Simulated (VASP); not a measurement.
# Sc (I4/mcm) in VASP: notebook, part 2 of 2

VASP 6.6.1.

### Step 3. Single point, PBEsol

This run uses another cell than the first one, of 25.29 Å³/atom, 1.032 times its volume.

INCAR reads:

```
PREC     = Accurate       # precision mode
ENCUT    = 520            # plane-wave cutoff, eV
EDIFF    = 1E-6           # SCF threshold, eV
ISMEAR   = 0              # smearing method
SIGMA    = 0.1            # smearing width, eV
LREAL    = False          # projectors in reciprocal space
LASPH    = True           # aspherical terms in the spheres
NELM     = 100            # most SCF steps
ALGO     = Normal         # electronic algorithm
ISIF     = 2              # what is computed and relaxed
LWAVE    = False          # write WAVECAR
LCHARG   = False          # write CHGCAR
GGA      = PS             # functional
NBANDS   = 30             # bands
```

KPOINTS reads:

```
Automatic mesh
0
Gamma
  6 6 6
```

POSCAR reads:

```
Sc
1.0
   -3.0672864628      3.0672864628      2.6880797480
    3.0672864628     -3.0672864628      2.6880797480
    3.0672864628      3.0672864628     -2.6880797480
Sc
4
Direct
    0.1637300000      0.3362700000      0.5000000000
    0.6637300000      0.1637300000      0.8274610000
    0.3362700000      0.8362700000      0.1725390000
    0.8362700000      0.6637300000      0.5000000000
```

Potentials or basis: VASP PAW PBE potentials, release 64 (Sc_sv).

Launch:

```bash
$ cat potpaw_PBE.64/Sc_sv/POTCAR > POTCAR
$ mpirun -np 1 vasp_std > vasp.out
```

It took 79 s on 1 thread of Oxide Virtual Turin-like, shared host; peak memory 0.23 GiB.

It converged, with:

* Free energy: -25.5841 eV
* Pressure: -1.1 GPa
* Largest force: 0.026 eV/Å
* Band gap on the k mesh: zero (band 22 reaches 3.60 eV, above the bottom of band 23 at 2.99 eV)

Forces in eV/Å, atoms in the order of the input:
```
Sc  -0.018  0.018  0.000
Sc   0.018  0.018  0.000
Sc  -0.018 -0.018  0.000
Sc   0.018 -0.018  0.000
```

Stress tensor (GPa, compression positive):
```
-0.97  0.00  0.00
 0.00 -0.97  0.00
 0.00  0.00 -1.23
```

Levels at points of the mesh, in eV from the Fermi level:
```csv
k point,band 18,band 19,band 20,band 21,band 22,band 23,band 24,band 25,band 26,band 27
"(0.00, 0.00, 0.00)",-0.84,-0.68,-0.40,-0.31,-0.31,0.30,1.00,1.00,1.42,1.42
"(0.50, 0.00, 0.00)",-2.54,-1.13,-1.13,-0.07,-0.06,0.72,0.72,0.87,0.87,1.40
"(0.50, 0.50, 0.00)",-2.54,-0.55,-0.49,-0.45,-0.44,-0.34,1.04,1.09,1.22,1.47
"(0.50, 0.50, 0.50)",-1.74,-1.59,-0.97,-0.81,0.28,0.55,0.68,0.68,1.00,1.15
```

Caveat: the PAW data sets were made with another functional, which shifts forces and pressure a little.

### Step 4. Single point, PBEsol

This run uses another cell than the first one, of 26.06 Å³/atom, 1.063 times its volume.

INCAR reads:

```
SYSTEM = Sc
PREC     = Accurate       ! precision mode
ENCUT    = 520            ! plane-wave cutoff, eV
EDIFF    = 1E-6           ! SCF threshold, eV
ISMEAR   = 0              ! smearing method
SIGMA    = 0.1            ! smearing width, eV
LREAL    = .False.        ! projectors in reciprocal space
LASPH    = .True.         ! aspherical terms in the spheres
NELM     = 80             ! most SCF steps
ALGO     = Normal         ! electronic algorithm
ISIF     = 2              ! what is computed and relaxed
LWAVE    = .False.        ! write WAVECAR
LCHARG   = .False.        ! write CHGCAR
GGA      = PS             ! functional
NBANDS   = 30             ! bands
```

KPOINTS reads:

```
regular mesh
0
Gamma
  6 6 6
  0 0 0
```

POSCAR reads:

```
Sc
1.0
   -3.0982712514      3.0982712514      2.7152339066
    3.0982712514     -3.0982712514      2.7152339066
    3.0982712514      3.0982712514     -2.7152339066
Sc
4
Direct
    0.1637300000      0.3362700000      0.5000000000
    0.6637300000      0.1637300000      0.8274610000
    0.3362700000      0.8362700000      0.1725390000
    0.8362700000      0.6637300000      0.5000000000
```

Launch:

```bash
$ cat potpaw_PBE.64/Sc_sv/POTCAR > POTCAR
$ mpirun -np 1 vasp_std > vasp.out
```

Wall time 95 s (1 thread of Oxide Virtual Turin-like, shared host); peak memory 0.23 GiB.

Results (log left out):

| Item | Value |
| --- | --- |
| Free energy | -25.5524 eV |
| Pressure | -2.4 GPa |
| Largest force | 0.009 eV/Å |
| Band gap on the k mesh | zero (band 22 reaches 3.41 eV, above the bottom of band 23 at 2.83 eV) |

Forces in eV/Å, atoms in the order of the input:
```
Sc   0.006 -0.006  0.000
Sc  -0.006 -0.006  0.000
Sc   0.006  0.006  0.000
Sc  -0.006  0.006  0.000
```

Stress tensor (GPa, compression positive):
```
-2.28  0.00  0.00
 0.00 -2.28  0.00
 0.00  0.00 -2.59
```

Levels at points of the mesh, in eV from the Fermi level:
| k point | band 19 | band 20 | band 21 | band 22 | band 23 | band 24 | band 25 | band 26 |
| --- | --- | --- | --- | --- | --- | --- | --- | --- |
| (0.00, 0.00, 0.00) | -0.63 | -0.38 | -0.30 | -0.30 | 0.26 | 0.96 | 0.96 | 1.37 |
| (0.50, 0.00, 0.00) | -1.09 | -1.09 | -0.05 | -0.05 | 0.68 | 0.68 | 0.85 | 0.85 |
| (0.50, 0.50, 0.00) | -0.55 | -0.45 | -0.43 | -0.42 | -0.33 | 1.03 | 1.05 | 1.18 |
| (0.50, 0.50, 0.50) | -1.57 | -1.02 | -0.79 | 0.25 | 0.53 | 0.68 | 0.68 | 0.97 |

Caveat: the PAW data sets were made with another functional, which shifts forces and pressure a little.

### Step 5. Single point, PBEsol

This run uses another cell than the first one, of 26.84 Å³/atom, 1.095 times its volume.

INCAR reads:

```
SYSTEM = Sc
  ALGO = Normal
  EDIFF = 1E-7
  ENCUT = 520
  GGA = PS
  ISIF = 2
  ISMEAR = 0
  LASPH = .True.
  LCHARG = .True.
  LELF = .True.
  LREAL = .False.
  LVHAR = .True.
  LWAVE = .False.
  NBANDS = 30
  NELM = 60
  PREC = Accurate
  SIGMA = 0.1
```

KPOINTS reads:

```
k-points
0
Gamma
  6 6 6
  0 0 0
```

POSCAR reads:

```
Sc
1.0
   -3.1286483969      3.1286483969      2.7418555445
    3.1286483969     -3.1286483969      2.7418555445
    3.1286483969      3.1286483969     -2.7418555445
Sc
4
Direct
    0.1637300000      0.3362700000      0.5000000000
    0.6637300000      0.1637300000      0.8274610000
    0.3362700000      0.8362700000      0.1725390000
    0.8362700000      0.6637300000      0.5000000000
```

Launch:

```bash
$ cat potpaw_PBE.64/Sc_sv/POTCAR > POTCAR
$ mpirun -np 1 vasp_std > vasp.out
```

It took 1.7 min on 1 thread of Oxide Virtual Turin-like, shared host; peak memory 0.23 GiB.

It converged, with:

| Quantity | Value |
| --- | --- |
| Free energy | -25.4967 eV |
| Pressure | -3.5 GPa |
| Largest force | 0.039 eV/Å |
| Band gap on the k mesh | zero (band 22 reaches 3.22 eV, above the bottom of band 23 at 2.68 eV) |

Forces on the atoms (eV/Å):
```
Sc   0.028 -0.028  0.000
Sc  -0.028 -0.028  0.000
Sc   0.028  0.028  0.000
Sc  -0.028  0.028  0.000
```

Stress tensor (GPa, compression positive):
```
-3.40  0.00  0.00
 0.00 -3.40  0.00
 0.00  0.00 -3.75
```

Levels at points of the mesh, in eV from the Fermi level:
```csv
k point,band 20,band 21,band 22,band 23,band 24,band 25
"(0.00, 0.00, 0.00)",-0.36,-0.29,-0.29,0.23,0.92,0.92
"(0.50, 0.00, 0.00)",-1.06,-0.04,-0.04,0.64,0.64,0.83
"(0.50, 0.50, 0.00)",-0.42,-0.42,-0.41,-0.32,1.01,1.01
"(0.50, 0.50, 0.50)",-1.06,-0.78,0.21,0.51,0.67,0.67
```

Caveat: the PAW data sets were made with another functional, which shifts forces and pressure a little.

### Step 6. Single point, PBEsol

This run uses another cell than the first one, of 27.61 Å³/atom, 1.126 times its volume.

INCAR reads:

```
ALGO = Normal ; EDIFF = 1E-7
ENCUT = 520 ; GGA = PS
ISIF = 2 ; ISMEAR = 0
LASPH = True ; LCHARG = False
LREAL = False ; LWAVE = False
NBANDS = 30 ; NELM = 60
PREC = Accurate ; SIGMA = 0.1
```

KPOINTS reads:

```
k-points
0
Gamma
  6 6 6
```

POSCAR reads:

```
Sc
1.0
   -3.1584468417      3.1584468417      2.7679700261
    3.1584468417     -3.1584468417      2.7679700261
    3.1584468417      3.1584468417     -2.7679700261
Sc
4
Direct
    0.1637300000      0.3362700000      0.5000000000
    0.6637300000      0.1637300000      0.8274610000
    0.3362700000      0.8362700000      0.1725390000
    0.8362700000      0.6637300000      0.5000000000
```

Potentials or basis: VASP PAW PBE potentials, release 64 (Sc_sv).

Launch:

```bash
$ cat potpaw_PBE.64/Sc_sv/POTCAR > POTCAR
$ mpirun -np 1 vasp_std > vasp.out
```

It took 2.7 min on 1 thread of Oxide Virtual Turin-like, shared host; peak memory 0.23 GiB.

It converged, with:

* Free energy: -25.4200 eV
* Pressure: -4.5 GPa
* Largest force: 0.069 eV/Å
* Band gap on the k mesh: zero (band 22 reaches 3.04 eV, above the bottom of band 23 at 2.54 eV)

Forces in eV/Å, atoms in the order of the input:
```
Sc   0.049 -0.049  0.000
Sc  -0.049 -0.049  0.000
Sc   0.049  0.049  0.000
Sc  -0.049  0.049  0.000
```

Stress tensor (GPa, compression positive):
```
-4.41  0.00  0.00
 0.00 -4.41  0.00
 0.00  0.00 -4.79
```

Levels at points of the mesh, in eV from the Fermi level:
```
           k point  band 19  band 20  band 21  band 22  band 23  band 24  band 25  band 26
(0.00, 0.00, 0.00)    -0.54    -0.34    -0.28    -0.28     0.21     0.89     0.89     1.28
(0.50, 0.00, 0.00)    -1.04    -1.04    -0.04    -0.04     0.60     0.60     0.81     0.81
(0.50, 0.50, 0.00)    -0.53    -0.40    -0.40    -0.39    -0.31     0.98     1.00     1.10
(0.50, 0.50, 0.50)    -1.53    -1.10    -0.76     0.18     0.51     0.67     0.67     0.92
```

Caveat: the PAW data sets were made with another functional, which shifts forces and pressure a little.

### Step 7. Overview

| cell | gap on the mesh (eV) | pressure (GPa) | largest force (eV/Å) |
| --- | --- | --- | --- |
| a = 5.051 Å, angles 106.1, 106.1, 116.4°, 4 atoms | none | 0.5 | 0.07 |
| a = 5.103 Å, angles 106.1, 106.1, 116.4°, 4 atoms | none | -1.1 | 0.03 |
| a = 5.155 Å, angles 106.1, 106.1, 116.4°, 4 atoms | none | -2.4 | 0.01 |
| a = 5.205 Å, angles 106.1, 106.1, 116.4°, 4 atoms | none | -3.5 | 0.04 |
| a = 5.255 Å, angles 106.1, 106.1, 116.4°, 4 atoms | none | -4.5 | 0.07 |

Alike in all rows: task single point; level PBEsol; potentials or basis VASP PAW PBE potentials, release 64 (Sc_sv); no spin polarisation; k mesh 6 × 6 × 6; cutoff (eV) 520; smearing gaussian 0.1 eV.

Caveats: the PAW data sets were made with another functional, which shifts forces and pressure a little.

Total energies depend on the potentials used, so only differences within one code and one set of settings carry meaning.
